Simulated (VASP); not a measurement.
# MgWBr4O (P1) in VASP: single point with PBE

Aim: the single point of MgWBr4O with PBE.

Program: VASP 6.6.1. These are calculated values, not measurements. Logs are shortened: lines on timing, memory, paths and dates and some standing lists are left out, and cuts for length are marked.

## (1) The cell of the first run

The typed cell holds 7 atoms: a = 6.976 Å, b = 6.976 Å, c = 9.465 Å, α = 132.71°, β = 132.71°, γ = 32.74°.

## (2) Single point, PBE (atoms moved at random)

Input file INCAR:

```
PREC = Accurate
ENCUT = 520
EDIFF = 1E-6
ISMEAR = -1
SIGMA = 0.05
LREAL = F
LASPH = T
NELM = 60
ALGO = Normal
ISIF = 2
LWAVE = F
LCHARG = F
GGA = PE
NBANDS = 34
```

Input file KPOINTS:

```
regular mesh
0
Gamma
  7 7 4
```

Input file POSCAR:

```
MgWBr4O
1.0
    6.6936181217     -1.9662910634      0.0000000000
    6.6936181217      1.9662910634      0.0000000000
   -6.6910355183      0.0000000000      6.6944538826
W Br Mg O
1 4 1 1
Direct
    0.9791290000      0.0166150000      0.0004300000
    0.2932060000      0.2438050000      0.1904670000
    0.7699490000      0.6950140000      0.8122950000
    0.8600070000      0.9820010000      0.6486170000
    0.0009520000      0.1594690000      0.3502470000
    0.2260730000      0.7755910000      0.5028030000
    0.4685000000      0.5288510000     -0.0035650000
```

Potentials or basis: VASP PAW PBE potentials, release 64 (W_sv, Br, Mg, O).

The run is started by

```console
$ cat potpaw_PBE.64/W_sv/POTCAR potpaw_PBE.64/Br/POTCAR potpaw_PBE.64/Mg/POTCAR potpaw_PBE.64/O/POTCAR > POTCAR
$ mpirun -np 1 vasp_std > vasp.out
```

OUTCAR:

```text
PREC = Accurate
   ENCUT = 520
   EDIFF = 1E-6
   ISMEAR = -1
   LREAL = F
   LASPH = T
   NELM = 60
   ISIF = 2
   GGA = PE

 ion  position               nearest neighbor table
   1  0.979  0.017  0.000-   7 1.92   7 2.01   3 2.63   5 2.66   2 2.68   4 2.71
   2  0.293  0.244  0.190-   6 2.61   1 2.68
   3  0.770  0.695  0.812-   6 2.62   1 2.63
   4  0.860  0.982  0.649-   6 2.53   1 2.71
   5  0.001  0.159  0.350-   6 2.61   1 2.66
   6  0.226  0.776  0.503-   4 2.53   2 2.61   5 2.61   3 2.62
   7  0.468  0.529  0.996-   1 1.92   1 2.01

  LATTYP: Found a base centered monoclinic cell.
 ALAT       =    13.3872362434
 B/A-ratio  =     0.2937560864
 C/A-ratio  =     0.7070145369
 COS(beta)  =    -0.7069261784

  Lattice vectors:

 A1 = (   6.6936181217,  -1.9662910634,   0.0000000000)
 A2 = (   6.6936181217,   1.9662910634,   0.0000000000)
 A3 = (  -6.6910355183,   0.0000000000,   6.6944538826)

Analysis of symmetry for initial positions (statically):
=====================================================================
 Subroutine PRICEL returns:
 Original cell was already a primitive cell.

 Routine SETGRP: Setting up the symmetry group for a
 base centered monoclinic supercell.

 Subroutine GETGRP returns: Found  1 space group operations
 (whereof  1 operations were pure point group operations)
 out of a pool of  4 trial point group operations.

The static configuration has the point symmetry C_1 .

Analysis of symmetry for dynamics (positions and initial velocities):
=====================================================================
 Subroutine PRICEL returns:
 Original cell was already a primitive cell.

 Routine SETGRP: Setting up the symmetry group for a
 base centered monoclinic supercell.

 Subroutine GETGRP returns: Found  1 space group operations
 (whereof  1 operations were pure point group operations)
 out of a pool of  4 trial point group operations.

The dynamic configuration has the point symmetry C_1 .

 Subroutine INISYM returns: Found  1 space group operations
 (whereof  1 operations are pure point group operations),
 and found     1 'primitive' translations

----------------------------------------------------------------------------------------

                                     Primitive cell

  volume of cell :     176.2195

  direct lattice vectors                    reciprocal lattice vectors
     6.693618122 -1.966291063  0.000000000     0.074698017 -0.254285853  0.074659874
     6.693618122  1.966291063  0.000000000     0.074698017  0.254285853  0.074659874
    -6.691035518  0.000000000  6.694453883     0.000000000  0.000000000  0.149377383

  length of vectors
     6.976447814  6.976447814  9.464970634     0.275345575  0.275345575  0.149377383

  position of ions in fractional coordinates (direct lattice)
     0.979129000  0.016615000  0.000430000
     0.293206000  0.243805000  0.190467000
     0.769949000  0.695014000  0.812295000
     0.860007000  0.982001000  0.648617000
     0.000952000  0.159469000  0.350247000
     0.226073000  0.775591000  0.502803000
     0.468500000  0.528851000  0.996435000

  ion indices of the primitive-cell ions
   primitive index   ion index
                 1           1
                 2           2
                 3           3
                 4           4
                 5           5
                 6           6
                 7           7

----------------------------------------------------------------------------------------

 KPOINTS: regular mesh

Automatic generation of k-mesh.
 Grid dimensions read from file:
 generate k-points for:    7    7    4

 Generating k-lattice:

  Cartesian coordinates                     Fractional coordinates (reciprocal lattice)
     0.010671145 -0.036326550  0.010665696     0.142857143  0.000000000 -0.000000000
     0.010671145  0.036326550  0.010665696     0.000000000  0.142857143 -0.000000000
     0.000000000  0.000000000  0.037344346     0.000000000  0.000000000  0.250000000

  Length of vectors
     0.039335082  0.039335082  0.037344346

  Shift w.r.t. Gamma in fractional coordinates (k-lattice)
     0.000000000  0.000000000  0.000000000

 Subroutine IBZKPT returns following result:
 ===========================================

 Found     99 irreducible k-points:

 Following reciprocal coordinates:
            Coordinates               Weight
  0.000000  0.000000  0.000000      1.000000
  0.142857 -0.000000  0.000000      2.000000
  0.000000 -0.142857  0.000000      2.000000
  0.285714  0.000000  0.000000      2.000000
  0.000000 -0.285714  0.000000      2.000000
  0.428571 -0.000000  0.000000      2.000000
[... 16 lines left out ...]
 -0.285714  0.285714  0.000000      2.000000
  0.428571  0.428571  0.000000      2.000000
 [... further k-points ...]
   k-points           NKPTS =     99   k-points in BZ     NKDIM =     99   number of bands    NBANDS=     34
   number of dos      NEDOS =    301   number of ions     NIONS =      7
   total plane-waves  NPLWV = 204120
   dimension x,y,z NGX =    54 NGY =   54 NGZ =   70
   dimension x,y,z NGXF=   108 NGYF=  108 NGZF=  140
   ions per type =               1   4   1   1
   NGX,Y,Z   is equivalent  to a cutoff of  12.87, 12.87, 12.30 a.u.
   NGXF,Y,Z  is equivalent  to a cutoff of  25.74, 25.74, 24.59 a.u.
 SYSTEM =  unknown system
   PREC   = accura    normal or accurate (medium, high low for compatibility)
   ISTART =      0    job   : 0-new  1-cont  2-samecut
   ICHARG =      2    charge: 1-file 2-atom 10-const
   ISPIN  =      1    spin polarized calculation?
   LNONCOLLINEAR =      F non collinear calculations
   LSORBIT =      F    spin-orbit coupling
   LASPH  =      T    aspherical Exc in radial PAW
   ENCUT  =  520.0 eV  38.22 Ry    6.18 a.u.  12.97 12.97 17.60*2*pi/ulx,y,z
   NELM   =     60;   NELMIN=  2; NELMDL= -5     # of ELM steps
   EDIFF  = 0.1E-05   stopping-criterion for ELM
   LREAL  =      F    real-space projection
   EDIFFG = 0.1E-04   stopping-criterion for IOM
   NSW    =      0    number of steps for IOM
   IBRION =     -1    ionic relax: 0-MD 1-quasi-New 2-CG
   NFREE  =      0    steps in history (QN), initial steepest desc. (CG)
   ISIF   =      2    stress and relaxation
   ISYM   =      2    0-nonsym 1-usesym 2-fastsym
   POTIM  = 0.5000    time-step for ionic-motion
   TEBEG  =    0.0;   TEEND  =   0.0 temperature during run
   PSTRESS=    0.0 pullay stress
   NELECT =      50.0000    total number of electrons
   NUPDOWN=      -1.0000    fix difference up-down
   EMIN   =  10.00;   EMAX   =-10.00  energy-range for DOS
   EFERMI =   0.00;   METHOD = LEGACY
   ISMEAR =    -1;   SIGMA  =   0.05  broadening in eV -4-tet -1-fermi 0-gaus
   EFERMI_NEDOS =   21; number of points for ismear=-14 and -15
   IALGO  =     38    algorithm
   IMIX   =      4    mixing-type and parameters
     AMIX     =   0.40;   BMIX     =  1.00
     AMIX_MAG =   1.60;   BMIX_MAG =  1.00
  volume/ion in A,a.u.               =      25.17       169.88
  Fermi-wavevector in a.u.,A,eV,Ry     =   1.075755  2.032883 15.745338  1.157250
  Thomas-Fermi vector in A             =   2.211621
   LORBIT       =      0    0 simple, 1 ext, 2 COOP (PROOUT), +10 PAW based schemes
   GGA     = PE    functional components
   LHFCALC =     F    Hartree Fock is set to
   AEXX    =    0.0000 exact exchange contribution
   IVDW    =     0    specifies the selected vdW correction
   LEPSILON=     F    determine dielectric tensor
   LRPA    =     F    only Hartree local field effects (RPA)
 non-spin polarized calculation
  energy-cutoff  :      520.00
  volume of cell :      176.22
 maximum number of plane-waves:      4776
 NGX is ok and might be reduce to    54
   NGX = 25   NGY = 25   NGZ = 35

 number of electron      50.0000000 magnetization

 Free energy of the ion-electron system (eV)
  ---------------------------------------------------
  ext. energy  EPLUGINS =         0.00000000
  ---------------------------------------------------
  free energy    TOTEN  =       -32.75733269 eV

  energy without entropy =      -32.70336195  energy(sigma->0) =      -32.73034732

 E-fermi :   2.7458     XC(G=0):  -8.7849

 val. band max:        2.7454821762   @ k =   0.0000  -0.2857   0.5000
 cond. band min:       2.7483100288   @ k =  -0.1429  -0.4286   0.2500
 fundamental gap:      0.0028278526
 Fermi energy:         2.7458256516

 k-point     1 :       0.0000    0.0000    0.0000
  band No.  band energies     occupation
      1     -72.6537      2.00000
      2     -37.0851      2.00000
      3     -36.6680      2.00000
      4     -36.6582      2.00000
      5     -16.9339      2.00000
      6     -13.1290      2.00000
[... 26 lines left out ...]
     33       8.1693      0.00000
     34       8.4823      0.00000

 k-point     2 :       0.1429   -0.0000    0.0000
  band No.  band energies     occupation
      1     -72.6536      2.00000
      2     -37.0964      2.00000
      3     -36.6675      2.00000
      4     -36.6577      2.00000
      5     -16.7474      2.00000
      6     -13.0728      2.00000
[... 26 lines left out ...]
     33       8.2266      0.00000
     34       8.7058      0.00000

 k-point     3 :       0.0000   -0.1429    0.0000
  band No.  band energies     occupation
      1     -72.6536      2.00000
      2     -37.0964      2.00000
      3     -36.6675      2.00000
      4     -36.6577      2.00000
      5     -16.7474      2.00000
      6     -13.0703      2.00000
[... 26 lines left out ...]
     33       8.2442      0.00000
     34       8.7070      0.00000

 k-point     4 :       0.2857    0.0000    0.0000
  band No.  band energies     occupation
      1     -72.6534      2.00000
      2     -37.1215      2.00000
      3     -36.6664      2.00000
      4     -36.6566      2.00000
      5     -16.2888      2.00000
      6     -12.9323      2.00000
[... 26 lines left out ...]
     33       8.5784      0.00000
     34       9.1754      0.00000

 k-point     5 :       0.0000   -0.2857    0.0000
  band No.  band energies     occupation
      1     -72.6534      2.00000
      2     -37.1215      2.00000
      3     -36.6664      2.00000
      4     -36.6566      2.00000
      5     -16.2889      2.00000
      6     -12.9196      2.00000
[... 621 lines left out ...]
 k-point    22 :      -0.2857    0.4286    0.0000
  band No.  band energies     occupation
      1     -72.6535      2.00000
      2     -37.1215      2.00000
      3     -36.6664      2.00000
      4     -36.6566      2.00000
      5     -16.2882      2.00000
      6     -12.7151      2.00000
[... 26 lines left out ...]
     33       8.7699      0.00000
     34       9.2905      0.00000

 k-point    23 :      -0.2857    0.2857    0.0000
  band No.  band energies     occupation
      1     -72.6533      2.00000
      2     -37.1415      2.00000
      3     -36.6655      2.00000
      4     -36.6558      2.00000
      5     -15.8692      2.00000
      6     -12.7204      2.00000
[... 26 lines left out ...]
     33       8.4366      0.00000
     34       9.2965      0.00000

 k-point    24 :       0.4286    0.4286    0.0000
  band No.  band energies     occupation
      1     -72.6537      2.00000
      2     -37.0851      2.00000
      3     -36.6680      2.00000
      4     -36.6582      2.00000
      5     -16.9328      2.00000
      6     -12.8478      2.00000
[... 26 lines left out ...]
     33       7.8716      0.00000
     34       8.4551      0.00000

 [... further k-points ...]
[... 5 lines left out ...]
  --------------------------------------------------------------------------------------
  -------------------------------------------------------------------------------------
  Total       -2.1132495     -5.5413748     -2.7987616     -0.2394703     -0.0610420      0.1566029
  in kB      -19.2135439    -50.3818629    -25.4461807     -2.1772498     -0.5549907      1.4238244
  external PRESSURE =     -31.6805292 kB  Pullay stress =       0.0000000 kB

 VOLUME and BASIS-vectors are now :
 -----------------------------------------------------------------------------
  energy-cutoff  :      520.00
  volume of cell :      176.22
      direct lattice vectors                 reciprocal lattice vectors
     6.693618122 -1.966291063  0.000000000     0.074698017 -0.254285853  0.074659874
     6.693618122  1.966291063  0.000000000     0.074698017  0.254285853  0.074659874
    -6.691035518  0.000000000  6.694453883     0.000000000  0.000000000  0.149377383

 POSITION                                       TOTAL-FORCE (eV/Angst)
 -----------------------------------------------------------------------------------
      6.66225     -1.89258      0.00288         0.529308      0.164605     -0.143859
      2.32013     -0.09714      1.27507        -0.288476      0.114656     -0.183229
      4.37081     -0.14734      5.43787         0.154425      0.179655      0.096287
      7.98978      0.23988      4.34214        -0.436146      0.088685      0.478934
     -1.26972      0.31169      2.34471         0.183629     -0.124758     -0.373806
      3.34048      1.08051      3.36599         0.134534     -0.115204     -0.099753
      0.00870      0.11867      6.67059        -0.277274     -0.307638      0.225426
 -----------------------------------------------------------------------------------
    total drift:                                0.000147      0.000176      0.000009

  FREE ENERGIE OF THE ION-ELECTRON SYSTEM (eV)
  ---------------------------------------------------
  free  energy   TOTEN  =       -32.7573326894 eV

  energy  without entropy=      -32.7033619462  energy(sigma->0) =      -32.73034732
```

Run time: 14 min. Hardware: 1 thread of AMD EPYC 9R45 (Zen 5), shared host; peak memory 0.87 GiB.

What came out:

| Quantity | Value |
| --- | --- |
| Free energy | -32.7573 eV |
| Pressure | -3.2 GPa |
| Largest force | 0.654 eV/Å |
| Band gap on the k mesh | zero (bands 25 and 26 overlap by 0.25 eV) |

Forces in eV/Å, atoms in the order of the input:
```
W    0.529  0.165 -0.144
Br  -0.288  0.115 -0.183
Br   0.154  0.180  0.096
Br  -0.436  0.089  0.479
Br   0.184 -0.125 -0.374
Mg   0.135 -0.115 -0.100
O   -0.277 -0.308  0.225
```

Stress tensor (GPa, compression positive):
```
-1.92 -0.22  0.14
-0.22 -5.04 -0.06
 0.14 -0.06 -2.54
```

Caveat: the cell differs from its parent crystal (atoms moved at random); the cell stands under tension; spin-orbit coupling is left out, which moves the levels of the heavy elements.
